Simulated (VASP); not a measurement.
# S3O (P6_3/mmc) in VASP: a series of runs

The runs below take S3O through relaxation of cell and atoms, single point, with PBE+D3(BJ).

All numbers are computed with VASP 6.6.1; they aren't measurements. Logs are shortened: lines on timing, memory, paths and dates and some standing lists are left out, and cuts for length are marked.

## 1. The cell of the first run

The structure is hexagonal, space group P6_3/mmc (No. 194). The conventional cell has a = 6.196 Å, b = 6.196 Å, c = 3.279 Å, α = 90.00°, β = 90.00°, γ = 120.00°. S (site symmetry mm2) has 4 O at 2.40 to 3.10 Å and 10 S at 2.45 to 3.28 Å within 3.3 Å. Within 3.3 Å of O (site symmetry -6m2) lie 12 S at 2.40 to 3.10 Å and 2 O at 3.28 Å.

The cell was generated, and may not be a known phase.

## 2. Relaxation of cell and atoms, PBE+D3(BJ)

Contents of INCAR:

```
SYSTEM = S3O
PREC = Accurate
ENCUT = 600
EDIFF = 1E-6
ISMEAR = 0
SIGMA = 0.1
LREAL = .FALSE.
LASPH = .TRUE.
NELM = 100
ALGO = Normal
ISIF = 3
LWAVE = .FALSE.
LCHARG = .FALSE.
GGA = PE
IVDW = 12
IBRION = 2
NSW = 90
EDIFFG = -0.04
```

Contents of KPOINTS:

```
regular mesh
0
G
  3 3 6
  0 0 0
```

Contents of POSCAR:

```
S3O
1.0
    6.1964062173      0.0000000000      0.0000000000
   -3.0982031086      5.3662451963      0.0000000000
    0.0000000000      0.0000000000      3.2788578339
S O
6 2
Direct
    0.1700932837      0.3401865674      0.2500000000
    0.6598134326      0.8299067163      0.2500000000
    0.1700932837      0.8299067163      0.2500000000
    0.8299067163      0.6598134326      0.7500000000
    0.3401865674      0.1700932837      0.7500000000
    0.8299067163      0.1700932837      0.7500000000
    0.3333333333      0.6666666667      0.7500000000
    0.6666666667      0.3333333333      0.2500000000
```

Potentials or basis: VASP PAW PBE potentials, release 64 (S, O).

Command:

```console
$ cat potpaw_PBE.64/S/POTCAR potpaw_PBE.64/O/POTCAR > POTCAR
$ mpirun -np 1 vasp_std > vasp.out
```

OUTCAR:

```text
SYSTEM = S3O
   PREC = Accurate
   ENCUT = 600
   EDIFF = 1E-6
   ISMEAR = 0
   LREAL = .FALSE.
   LASPH = .TRUE.
   NELM = 100
   ISIF = 3
   GGA = PE
   IVDW = 12
   IBRION = 2
   NSW = 90
   EDIFFG = -0.04
 IVDW          = 12

 ion  position               nearest neighbor table
   1  0.170  0.340  0.250-   5 2.45   5 2.45   6 2.45   6 2.45
   2  0.660  0.830  0.250-   6 2.45   6 2.45   4 2.45   4 2.45
   3  0.170  0.830  0.250-   5 2.45   5 2.45   4 2.45   4 2.45
   4  0.830  0.660  0.750-   2 2.45   2 2.45   3 2.45   3 2.45
   5  0.340  0.170  0.750-   3 2.45   3 2.45   1 2.45   1 2.45
   6  0.830  0.170  0.750-   2 2.45   2 2.45   1 2.45   1 2.45
   7  0.333  0.667  0.750-
   8  0.667  0.333  0.250-

  LATTYP: Found a hexagonal cell.
 ALAT       =     6.1964062173
 C/A-ratio  =     0.5291547582

  Lattice vectors:

 A1 = (   6.1964062173,   0.0000000000,   0.0000000000)
 A2 = (  -3.0982031086,   5.3662451963,   0.0000000000)
 A3 = (   0.0000000000,   0.0000000000,   3.2788578339)

Analysis of symmetry for initial positions (statically):
=====================================================================
 Subroutine PRICEL returns:
 Original cell was already a primitive cell.

 Routine SETGRP: Setting up the symmetry group for a
 hexagonal supercell.

 Subroutine GETGRP returns: Found 24 space group operations
 (whereof 12 operations were pure point group operations)
 out of a pool of 24 trial point group operations.

The static configuration has the point symmetry D_3d.
 The point group associated with its full space group is D_6h.

Analysis of symmetry for dynamics (positions and initial velocities):
=====================================================================
 Subroutine PRICEL returns:
 Original cell was already a primitive cell.

 Routine SETGRP: Setting up the symmetry group for a
 hexagonal supercell.

 Subroutine GETGRP returns: Found 24 space group operations
 (whereof 12 operations were pure point group operations)
 out of a pool of 24 trial point group operations.

The dynamic configuration has the point symmetry D_3d.
 The point group associated with its full space group is D_6h.

 Subroutine INISYM returns: Found 24 space group operations
 (whereof 12 operations are pure point group operations),
 and found     1 'primitive' translations

----------------------------------------------------------------------------------------

                                     Primitive cell
[... 65 lines left out ...]
  0.333333  0.333333  0.166667      4.000000
  0.000000  0.000000  0.333333      2.000000
  0.333333  0.000000  0.333333     12.000000
  0.333333  0.333333  0.333333      4.000000
  0.000000  0.000000  0.500000      1.000000
  0.333333  0.000000  0.500000      6.000000
  0.333333  0.333333  0.500000      2.000000
   k-points           NKPTS =     12   k-points in BZ     NKDIM =     12   number of bands    NBANDS=     29
   number of dos      NEDOS =    301   number of ions     NIONS =      8
   total plane-waves  NPLWV =  70000
   dimension x,y,z NGX =    50 NGY =   50 NGZ =   28
   dimension x,y,z NGXF=   100 NGYF=  100 NGZF=   56
   ions per type =               6   2
   NGX,Y,Z   is equivalent  to a cutoff of  13.41, 13.41, 14.20 a.u.
   NGXF,Y,Z  is equivalent  to a cutoff of  26.83, 26.83, 28.39 a.u.
 SYSTEM =  S3O
   PREC   = accura    normal or accurate (medium, high low for compatibility)
   ISTART =      0    job   : 0-new  1-cont  2-samecut
   ICHARG =      2    charge: 1-file 2-atom 10-const
   ISPIN  =      1    spin polarized calculation?
   LNONCOLLINEAR =      F non collinear calculations
   LSORBIT =      F    spin-orbit coupling
   LASPH  =      T    aspherical Exc in radial PAW
   ENCUT  =  600.0 eV  44.10 Ry    6.64 a.u.  12.38 12.38  6.55*2*pi/ulx,y,z
   NELM   =    100;   NELMIN=  2; NELMDL= -5     # of ELM steps
   EDIFF  = 0.1E-05   stopping-criterion for ELM
   LREAL  =      F    real-space projection
   EDIFFG = -.4E-01   stopping-criterion for IOM
   NSW    =     90    number of steps for IOM
   IBRION =      2    ionic relax: 0-MD 1-quasi-New 2-CG
   NFREE  =      1    steps in history (QN), initial steepest desc. (CG)
   ISIF   =      3    stress and relaxation
   ISYM   =      2    0-nonsym 1-usesym 2-fastsym
   POTIM  = 0.5000    time-step for ionic-motion
   TEBEG  =    0.0;   TEEND  =   0.0 temperature during run
   PSTRESS=    0.0 pullay stress
   NELECT =      48.0000    total number of electrons
   NUPDOWN=      -1.0000    fix difference up-down
   EMIN   =  10.00;   EMAX   =-10.00  energy-range for DOS
   EFERMI =   0.00;   METHOD = LEGACY
   ISMEAR =     0;   SIGMA  =   0.10  broadening in eV -4-tet -1-fermi 0-gaus
   EFERMI_NEDOS =   21; number of points for ismear=-14 and -15
   IALGO  =     38    algorithm
   IMIX   =      4    mixing-type and parameters
     AMIX     =   0.40;   BMIX     =  1.00
     AMIX_MAG =   1.60;   BMIX_MAG =  1.00
  volume/ion in A,a.u.               =      13.63        91.97
  Fermi-wavevector in a.u.,A,eV,Ry     =   1.245406  2.353476 21.103124  1.551036
  Thomas-Fermi vector in A             =   2.379630
   LORBIT       =      0    0 simple, 1 ext, 2 COOP (PROOUT), +10 PAW based schemes
   GGA     = PE    functional components
   LHFCALC =     F    Hartree Fock is set to
   AEXX    =    0.0000 exact exchange contribution
   IVDW    =    12    specifies the selected vdW correction
   LEPSILON=     F    determine dielectric tensor
   LRPA    =     F    only Hartree local field effects (RPA)
 conjugate gradient relaxation of ions
 non-spin polarized calculation
 Gauss-broadening in eV      SIGMA  =   0.10
  energy-cutoff  :      600.00
  volume of cell :      109.03
 maximum number of plane-waves:      3685
 NGX is ok and might be reduce to    50
   NGX = 25   NGY = 25   NGZ = 13

--------------------------------------- Ionic step        1  -------------------------------------------

 number of electron      47.9999999 magnetization

 Free energy of the ion-electron system (eV)
  ---------------------------------------------------
  ext. energy  EPLUGINS =         0.00000000
  ---------------------------------------------------
  free energy    TOTEN  =       -27.42608378 eV

  energy without entropy =      -27.40721301  energy(sigma->0) =      -27.41664839

------------------------ aborting loop because EDIFF is reached ----------------------------------------

 Edisp (eV)   -2.51330

 E8    (eV) :    -0.8713
[... 175 lines left out ...]
--------------------------------------- Ionic step        5  -------------------------------------------

 number of electron      48.0000002 magnetization

 Free energy of the ion-electron system (eV)
  ---------------------------------------------------
  ext. energy  EPLUGINS =         0.00000000
  ---------------------------------------------------
  free energy    TOTEN  =       -27.46352505 eV

  energy without entropy =      -27.44487376  energy(sigma->0) =      -27.45419940

 E-fermi :   7.0865     XC(G=0): -11.1497

 val. band max:        7.0455795333   @ k =   0.0000   0.0000   0.3333
 cond. band min:       7.1203006951   @ k =   0.0000   0.0000   0.0000
 fundamental gap:      0.0747211617
 Fermi energy:         7.0864524497

 k-point     1 :       0.0000    0.0000    0.0000
  band No.  band energies     occupation
      1     -11.6738      2.00000
      2     -10.5749      2.00000
      3      -8.6271      2.00000
      4      -8.0871      2.00000
      5      -8.0871      2.00000
      6      -5.3672      2.00000
[... 412 lines left out ...]
  FREE ENERGIE OF THE ION-ELECTRON SYSTEM (eV)
  ---------------------------------------------------
  free  energy   TOTEN  =       -29.9551820553 eV

  energy  without entropy=      -29.9365307722  energy(sigma->0) =      -29.94585641

 reached required accuracy - stopping structural energy minimisation
```

CONTCAR:

```text
S3O
   1.00000000000000
     6.2667266010595402    0.0000000000006549    0.0000000000000000
    -3.1333633004786354    5.4271444350376159   -0.0000000000000000
     0.0000000000000000   -0.0000000000000000    3.2371224759194561
  S               O
     6     2
Direct
     0.1690607003817028    0.3381214007634055    0.2500000000000000
     0.6618785992365944    0.8309392996182972    0.2500000000000000
     0.1690607003817028    0.8309392996182973    0.2500000000000000
     0.8309392996182972    0.6618785992365945    0.7500000000000000
     0.3381214007634057    0.1690607003817028    0.7500000000000000
     0.8309392996182972    0.1690607003817027    0.7500000000000000
     0.3333333332999970    0.6666666667000030    0.7500000000000000
     0.6666666667000030    0.3333333332999970    0.2500000000000000

  0.00000000E+00  0.00000000E+00  0.00000000E+00
  0.00000000E+00  0.00000000E+00  0.00000000E+00
  0.00000000E+00  0.00000000E+00  0.00000000E+00
  0.00000000E+00  0.00000000E+00  0.00000000E+00
  0.00000000E+00  0.00000000E+00  0.00000000E+00
  0.00000000E+00  0.00000000E+00  0.00000000E+00
  0.00000000E+00  0.00000000E+00  0.00000000E+00
  0.00000000E+00  0.00000000E+00  0.00000000E+00
```

Run time: 5 min. Hardware: 1 thread of Intel Xeon 8259CL, shared host; peak memory 0.28 GiB.

What came out:

* Free energy: -29.9552 eV
* Relaxed volume: 13.76 Å³/atom
* Relaxed cell: a = 6.267 Å, b = 6.267 Å, c = 3.237 Å, α = 90.00°, β = 90.00°, γ = 120.00°
* Space group after relaxing (to 0.1 Å): P6_3/mmc (No. 194)
* Energy gained by relaxing: 2.0 meV/atom
* Ionic steps: 5
* Pressure after relaxing: -0.1 GPa
* Largest force after relaxing: 0.006 eV/Å
* Band gap on the k mesh: zero (bands 24 and 25 overlap by 1.39 eV)
* Dispersion energy per atom: -0.311 eV

Forces in eV/Å, atoms in the order of the input:
```
S    0.000 -0.006  0.000
S    0.005  0.003  0.000
S   -0.005  0.003  0.000
S    0.000  0.006  0.000
S   -0.005 -0.003  0.000
S    0.005 -0.003  0.000
O    0.000  0.000  0.000
O    0.000  0.000  0.000
```

Step by step:
```tsv
step	energy change (eV)	largest force (eV/Å)	pressure (GPa)	volume (Å³)
1	0.0000	0.0676	0.30	109.03
2	-0.0099	0.0578	0.20	109.43
3	-0.0154	0.0422	0.02	110.06
4	-0.0154	0.0429	0.02	110.04
5	-0.0158	0.0057	-0.07	110.10
```

Final structure:
```
S O
1.0
     6.26673    0.00000    0.00000
    -3.13336    5.42714    0.00000
     0.00000    0.00000    3.23712
S O
6 2
Cartesian
  0.0000 1.8350 0.8093
  1.5442 4.5096 0.8093
  -1.5442 4.5096 0.8093
  3.1334 3.5921 2.4278
  1.5892 0.9175 2.4278
  4.6775 0.9175 2.4278
  0.0000 3.6181 2.4278
  3.1334 1.8090 0.8093
```

Levels at points of the mesh, in eV from the Fermi level:
```tsv
k point	band 21	band 22	band 23	band 24	band 25	band 26	band 27	band 28
(0.00, 0.00, 0.00)	-1.56	-0.68	-0.42	-0.42	0.03	0.03	1.21	1.21
(0.00, 0.00, 0.50)	-0.65	-0.65	-0.38	-0.38	-0.38	-0.38	0.16	0.16
```

Caveat: the k points lie up to 0.39 Å⁻¹ apart in the final cell, too coarse for converged energies and pressures of a metal.

## 3. Single point, PBE+D3(BJ), collinear spin, ferromagnetic start

Contents of INCAR:

```
SYSTEM = S3O
  PREC = Accurate
  ENCUT = 520
  EDIFF = 1E-6
  ISMEAR = 0
  SIGMA = 0.1
  LREAL = .FALSE.
  LASPH = .TRUE.
  NELM = 150
  ALGO = Normal
  ISIF = 2
  LWAVE = .FALSE.
  LCHARG = .FALSE.
  ISPIN = 2
  MAGMOM = 0 0 0 0 0 0 1 1
  LORBIT = 11
  GGA = PE
  IVDW = 12
  NBANDS = 38
```

Contents of KPOINTS:

```
Automatic mesh
0
G
  6 6 4
  0 0 0
```

POSCAR is that of step 2.

Potentials or basis: VASP PAW PBE potentials, release 64 (S, O).

Command:

```console
$ cat potpaw_PBE.64/S/POTCAR potpaw_PBE.64/O/POTCAR > POTCAR
$ mpirun -np 1 vasp_std > vasp.out
```

It took 4.1 min on 1 thread of Intel Xeon 8259CL, shared host; peak memory 0.33 GiB.

Results (log left out):

| Quantity | Value |
| --- | --- |
| Free energy | -29.8061 eV |
| Pressure | -0.3 GPa |
| Largest force | 0.024 eV/Å |
| Band gap on the k mesh | zero (filled and empty bands overlap) |
| Net moment | 0.00 μB per cell |
| Valence electrons inside the program's atomic spheres | S 3.47; O 4.77 |
| Dispersion energy per atom | -0.314 eV |

Forces in eV/Å, atoms in the order of the input:
```
S    0.000 -0.024  0.000
S    0.021  0.012  0.000
S   -0.021  0.012  0.000
S    0.000  0.024  0.000
S   -0.021 -0.012  0.000
S    0.021 -0.012  0.000
O    0.000  0.000  0.000
O    0.000  0.000  0.000
```

Stress tensor (GPa, compression positive):
```
-0.23  0.00  0.00
 0.00 -0.23  0.00
 0.00  0.00 -0.40
```

Levels at points of the mesh, in eV from the Fermi level:
Spin up:
```tsv
k point	band 20	band 21	band 22	band 23	band 24	band 25	band 26	band 27	band 28	band 29
(0.00, 0.00, 0.00)	-2.56	-1.78	-1.08	-0.73	-0.73	-0.25	-0.25	1.08	1.08	1.83
(0.50, 0.00, 0.00)	-2.38	-1.28	-1.10	-0.21	-0.21	0.05	0.30	1.12	1.14	1.73
(0.00, 0.00, 0.50)	-2.03	-0.72	-0.72	-0.41	-0.41	-0.41	-0.41	0.02	0.02	2.00
(0.50, 0.00, 0.50)	-3.47	-1.86	-1.86	-0.84	-0.84	0.70	0.70	1.47	1.47	2.60
```
Spin down:
```csv
k point,band 22,band 23,band 24,band 25,band 26,band 27
"(0.00, 0.00, 0.00)",-1.08,-0.72,-0.72,-0.25,-0.25,1.08
"(0.50, 0.00, 0.00)",-1.10,-0.21,-0.21,0.05,0.30,1.12
"(0.00, 0.00, 0.50)",-0.72,-0.41,-0.41,-0.41,-0.41,0.02
"(0.50, 0.00, 0.50)",-1.86,-0.84,-0.84,0.70,0.70,1.47
```

Caveat: the k points lie up to 0.48 Å⁻¹ apart, too coarse for converged energies and pressures of a metal.

[end of part 1 of 2]

The gap in the log of VASP goes by the Fermi energy; the results here count the filled bands.